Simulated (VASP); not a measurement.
# Ni (Fm-3m) in VASP: single point with r2SCAN

Aim: the single point of Ni with r2SCAN.

All numbers are computed with VASP 6.6.1; they aren't measurements. Logs are shortened: lines on timing, memory, paths and dates and some standing lists are left out, and cuts for length are marked.

## Step 1: The cell of the first run

It takes space group Fm-3m (No. 225, cubic). The conventional cell has a = 3.478 Å, b = 3.478 Å, c = 3.478 Å, α = 90.00°, β = 90.00°, γ = 90.00°. Within 3.2 Å of Ni (site symmetry m-3m) lie 12 Ni at 2.46 Å.

## Step 2: Single point, r2SCAN, collinear spin, ferromagnetic start

File POSCAR:

```
Ni
1.0
    0.0000000000      1.7391428888      1.7391428888
    1.7391428888      0.0000000000      1.7391428888
    1.7391428888      1.7391428888      0.0000000000
Ni
1
Direct
    0.0000000000      0.0000000000      0.0000000000
```

File INCAR.step1:

```
SYSTEM = Ni
  PREC = Accurate
  ENCUT = 520
  ISMEAR = -1
  SIGMA = 0.05
  LREAL = .FALSE.
  LASPH = .TRUE.
  NELM = 150
  ISPIN = 2
  MAGMOM = 1.5
  LMAXMIX = 4
  NBANDS = 15
  GGA = PE
  ALGO = Normal
  EDIFF = 1E-4
  LWAVE = .TRUE.
  LCHARG = .FALSE.
```

File INCAR.step2:

```
SYSTEM = Ni
  PREC = Accurate
  ENCUT = 520
  EDIFF = 1E-6
  ISMEAR = -1
  SIGMA = 0.05
  LREAL = .FALSE.
  LASPH = .TRUE.
  NELM = 150
  ALGO = Normal
  ISIF = 2
  LWAVE = .FALSE.
  LCHARG = .FALSE.
  ISPIN = 2
  MAGMOM = 1.5
  LORBIT = 11
  LMAXMIX = 4
  METAGGA = R2SCAN
  LMIXTAU = .TRUE.
  NBANDS = 15
  ISTART = 1
```

File KPOINTS:

```
regular mesh
0
G
  12 12 12
  0 0 0
```

Potentials or basis: VASP PAW PBE potentials, release 64 (Ni).

Command:

```
> cat potpaw_PBE.64/Ni/POTCAR > POTCAR
> cp INCAR.step1 INCAR
> mpirun -np 1 vasp_std > vasp.out
> cp INCAR.step2 INCAR
> mpirun -np 1 vasp_std > vasp.out
```

OUTCAR:

```text
SYSTEM = Ni
   PREC = Accurate
   ENCUT = 520
   EDIFF = 1E-6
   ISMEAR = -1
   LREAL = .FALSE.
   LASPH = .TRUE.
   NELM = 150
   ISIF = 2
   ISPIN = 2
   LORBIT = 11
   METAGGA = R2SCAN
   ISTART = 1

 ion  position               nearest neighbor table
   1  0.000  0.000  0.000-

  LATTYP: Found a face centered cubic cell.
 ALAT       =     3.4782857776

  Lattice vectors:

 A1 = (   0.0000000000,   1.7391428888,   1.7391428888)
 A2 = (   1.7391428888,   0.0000000000,   1.7391428888)
 A3 = (   1.7391428888,   1.7391428888,   0.0000000000)

Analysis of symmetry for initial positions (statically):
=====================================================================
 Subroutine PRICEL returns:
 Original cell was already a primitive cell.

 Routine SETGRP: Setting up the symmetry group for a
 face centered cubic supercell.

 Subroutine GETGRP returns: Found 48 space group operations
 (whereof 48 operations were pure point group operations)
 out of a pool of 48 trial point group operations.

The static configuration has the point symmetry O_h .

Analysis of symmetry for dynamics (positions and initial velocities):
=====================================================================
 Subroutine PRICEL returns:
 Original cell was already a primitive cell.

 Routine SETGRP: Setting up the symmetry group for a
 face centered cubic supercell.

 Subroutine GETGRP returns: Found 48 space group operations
 (whereof 48 operations were pure point group operations)
 out of a pool of 48 trial point group operations.

The dynamic configuration has the point symmetry O_h .

Analysis of structural, dynamic, and magnetic symmetry:
=====================================================================
 Subroutine PRICEL returns:
 Original cell was already a primitive cell.

 Routine SETGRP: Setting up the symmetry group for a
 face centered cubic supercell.

 Subroutine GETGRP returns: Found 48 space group operations
 (whereof 48 operations were pure point group operations)
 out of a pool of 48 trial point group operations.

The overall configuration has the point symmetry O_h .

 Subroutine INISYM returns: Found 48 space group operations
 (whereof 48 operations are pure point group operations),
 and found     1 'primitive' translations

----------------------------------------------------------------------------------------

                                     Primitive cell

  volume of cell :      10.5205

  direct lattice vectors                    reciprocal lattice vectors
     0.000000000  1.739142889  1.739142889    -0.287497941  0.287497941  0.287497941
     1.739142889  0.000000000  1.739142889     0.287497941 -0.287497941  0.287497941
     1.739142889  1.739142889  0.000000000     0.287497941  0.287497941 -0.287497941

  length of vectors
     2.459519460  2.459519460  2.459519460     0.497961041  0.497961041  0.497961041

  position of ions in fractional coordinates (direct lattice)
     0.000000000  0.000000000  0.000000000

  ion indices of the primitive-cell ions
   primitive index   ion index
                 1           1

----------------------------------------------------------------------------------------

 KPOINTS: regular mesh

Automatic generation of k-mesh.
 Grid dimensions read from file:
 generate k-points for:   12   12   12

 Generating k-lattice:

  Cartesian coordinates                     Fractional coordinates (reciprocal lattice)
    -0.023958162  0.023958162  0.023958162     0.083333333  0.000000000  0.000000000
     0.023958162 -0.023958162  0.023958162     0.000000000  0.083333333  0.000000000
     0.023958162  0.023958162 -0.023958162     0.000000000  0.000000000  0.083333333

  Length of vectors
     0.041496753  0.041496753  0.041496753

  Shift w.r.t. Gamma in fractional coordinates (k-lattice)
     0.000000000  0.000000000  0.000000000

 Subroutine IBZKPT returns following result:
 ===========================================

 Found     72 irreducible k-points:

 Following reciprocal coordinates:
            Coordinates               Weight
  0.000000  0.000000  0.000000      1.000000
  0.083333  0.000000  0.000000      8.000000
  0.166667  0.000000  0.000000      8.000000
  0.250000  0.000000  0.000000      8.000000
  0.333333  0.000000  0.000000      8.000000
  0.416667  0.000000  0.000000      8.000000
[... 16 lines left out ...]
  0.500000  0.166667  0.000000     24.000000
 -0.416667  0.166667  0.000000     24.000000
 [... further k-points ...]
   k-points           NKPTS =     72   k-points in BZ     NKDIM =     72   number of bands    NBANDS=     15
   number of dos      NEDOS =    301   number of ions     NIONS =      1
   total plane-waves  NPLWV =   5832
   dimension x,y,z NGX =    18 NGY =   18 NGZ =   18
   dimension x,y,z NGXF=    36 NGYF=   36 NGZF=   36
   ions per type =               1
   NGX,Y,Z   is equivalent  to a cutoff of  12.17, 12.17, 12.17 a.u.
   NGXF,Y,Z  is equivalent  to a cutoff of  24.33, 24.33, 24.33 a.u.
 SYSTEM =  Ni
   PREC   = accura    normal or accurate (medium, high low for compatibility)
   ISTART =      1    job   : 0-new  1-cont  2-samecut
   ICHARG =      0    charge: 1-file 2-atom 10-const
   ISPIN  =      2    spin polarized calculation?
   LNONCOLLINEAR =      F non collinear calculations
   LSORBIT =      F    spin-orbit coupling
   LASPH  =      T    aspherical Exc in radial PAW
   ENCUT  =  520.0 eV  38.22 Ry    6.18 a.u.   4.57  4.57  4.57*2*pi/ulx,y,z
   NELM   =    150;   NELMIN=  2; NELMDL=  0     # of ELM steps
   EDIFF  = 0.1E-05   stopping-criterion for ELM
   LREAL  =      F    real-space projection
   EDIFFG = 0.1E-04   stopping-criterion for IOM
   NSW    =      0    number of steps for IOM
   IBRION =     -1    ionic relax: 0-MD 1-quasi-New 2-CG
   NFREE  =      0    steps in history (QN), initial steepest desc. (CG)
   ISIF   =      2    stress and relaxation
   ISYM   =      2    0-nonsym 1-usesym 2-fastsym
   POTIM  = 0.5000    time-step for ionic-motion
   TEBEG  =    0.0;   TEEND  =   0.0 temperature during run
   PSTRESS=    0.0 pullay stress
   NELECT =      10.0000    total number of electrons
   NUPDOWN=      -1.0000    fix difference up-down
   EMIN   =  10.00;   EMAX   =-10.00  energy-range for DOS
   EFERMI =   0.00;   METHOD = LEGACY
   ISMEAR =    -1;   SIGMA  =   0.05  broadening in eV -4-tet -1-fermi 0-gaus
   EFERMI_NEDOS =   21; number of points for ismear=-14 and -15
   IALGO  =     38    algorithm
   IMIX   =      4    mixing-type and parameters
     AMIX     =   0.40;   BMIX     =  1.00
     AMIX_MAG =   1.60;   BMIX_MAG =  1.00
  volume/ion in A,a.u.               =      10.52        71.00
  Fermi-wavevector in a.u.,A,eV,Ry     =   1.609643  3.041784 35.252023  2.590951
  Thomas-Fermi vector in A             =   2.705320
   LORBIT       =     11    0 simple, 1 ext, 2 COOP (PROOUT), +10 PAW based schemes
   METAGGA = R2SCAN    functional components
   LHFCALC =     F    Hartree Fock is set to
   AEXX    =    0.0000 exact exchange contribution
   IVDW    =     0    specifies the selected vdW correction
   LEPSILON=     F    determine dielectric tensor
   LRPA    =     F    only Hartree local field effects (RPA)
 spin polarized calculation
  energy-cutoff  :      520.00
  volume of cell :       10.52
 maximum number of plane-waves:       295
   NGX =  9   NGY =  9   NGZ =  9

 number of electron      10.0000000 magnetization       0.7238271

 Free energy of the ion-electron system (eV)
  ---------------------------------------------------
  ext. energy  EPLUGINS =         0.00000000
  ---------------------------------------------------
  free energy    TOTEN  =       -11.95332909 eV

  energy without entropy =      -11.94546186  energy(sigma->0) =      -11.94939548

 E-fermi :   9.7923     XC(G=0): -14.6165

 val. band max:        9.7324826178   @ k =  -0.1667   0.1667   0.0000
 cond. band min:       9.8438417491   @ k =   0.5000   0.1667   0.0833
 fundamental gap:      0.1113591313
 Fermi energy:         9.7922787791

 spin component 1

 k-point     1 :       0.0000    0.0000    0.0000
  band No.  band energies     occupation
      1       0.1593      1.00000
      2       6.7709      1.00000
      3       6.7710      1.00000
      4       6.7710      1.00000
      5       8.1185      1.00000
      6       8.1185      1.00000
      7      34.6455      0.00000
      8      39.0604      0.00000
      9      39.0604      0.00000
     10      39.0608      0.00000
     11      41.7959      0.00000
     12      41.7959      0.00000
     13      41.7960      0.00000
     14      45.1629      0.00000
     15      51.8152      0.00000
[... 397 lines left out ...]
 k-point    24 :      -0.4167    0.1667    0.0000
  band No.  band energies     occupation
      1       4.9028      1.00000
      2       6.4574      1.00000
      3       7.0663      1.00000
      4       7.2511      1.00000
      5       8.5967      1.00000
      6      11.8932      0.00000
      7      16.2277      0.00000
      8      27.4225      0.00000
      9      32.5973      0.00000
     10      33.7740      0.00000
     11      43.3957      0.00000
     12      43.9027      0.00000
     13      50.6711      0.00000
     14      52.5396      0.00000
     15      54.7661      0.00000

 [... further k-points ...]

 spin component 2

 k-point     1 :       0.0000    0.0000    0.0000
  band No.  band energies     occupation
      1      -0.1095      1.00000
      2       8.1071      1.00000
      3       8.1071      1.00000
      4       8.1072      1.00000
      5       8.8759      1.00000
      6       8.8759      1.00000
      7      34.3730      0.00000
      8      39.1645      0.00000
      9      39.1646      0.00000
     10      39.1646      0.00000
     11      42.0909      0.00000
     12      42.0910      0.00000
     13      42.0910      0.00000
     14      45.2332      0.00000
     15      52.6515      0.00000
[... 397 lines left out ...]
 k-point    24 :      -0.4167    0.1667    0.0000
  band No.  band energies     occupation
      1       5.6353      1.00000
      2       7.0437      1.00000
      3       7.9692      1.00000
      4       8.1425      1.00000
      5       9.8897      0.12483
      6      12.3359      0.00000
      7      16.7949      0.00000
      8      27.5506      0.00000
      9      32.7872      0.00000
     10      33.8749      0.00000
     11      43.6356      0.00000
     12      44.0260      0.00000
     13      51.5667      0.00000
     14      54.0167      0.00000
     15      55.5760      0.00000

 [... further k-points ...]
[... 5 lines left out ...]
  --------------------------------------------------------------------------------------
  -------------------------------------------------------------------------------------
  Total        0.0214145      0.0214145      0.0214145      0.0000000     -0.0000000     -0.0000000
  in kB        3.2612399      3.2612399      3.2612399      0.0000000     -0.0000000     -0.0000000
  external PRESSURE =       3.2612399 kB  Pullay stress =       0.0000000 kB

 VOLUME and BASIS-vectors are now :
 -----------------------------------------------------------------------------
  energy-cutoff  :      520.00
  volume of cell :       10.52
      direct lattice vectors                 reciprocal lattice vectors
     0.000000000  1.739142889  1.739142889    -0.287497941  0.287497941  0.287497941
     1.739142889  0.000000000  1.739142889     0.287497941 -0.287497941  0.287497941
     1.739142889  1.739142889  0.000000000     0.287497941  0.287497941 -0.287497941

 POSITION                                       TOTAL-FORCE (eV/Angst)
 -----------------------------------------------------------------------------------
      0.00000      0.00000      0.00000         0.000000      0.000000      0.000000
 -----------------------------------------------------------------------------------
    total drift:                                0.000000     -0.000000      0.000000

  FREE ENERGIE OF THE ION-ELECTRON SYSTEM (eV)
  ---------------------------------------------------
  free  energy   TOTEN  =       -11.9533290905 eV

  energy  without entropy=      -11.9454618597  energy(sigma->0) =      -11.94939548

 total charge

# of ion       s       p       d       tot
------------------------------------------
    1        0.529   0.549   8.329   9.408

 magnetization (x)

# of ion       s       p       d       tot
------------------------------------------
    1       -0.010  -0.047   0.801   0.744
```

Run time: 1.7 min. Hardware: 1 thread of AMD EPYC 7R43 (Zen 3), shared host; peak memory 0.1 GiB.

What came out:

```yaml
Free_energy: -11.9533 eV
Pressure: 0.3 GPa
Net_moment: 0.72 μB per cell
Site_moments: Ni +0.74 μB
Valence_electrons_inside_the_program's_atomic_spheres: Ni 9.41
```

Caveat: the PAW data sets were made with another functional, which shifts forces and pressure a little.
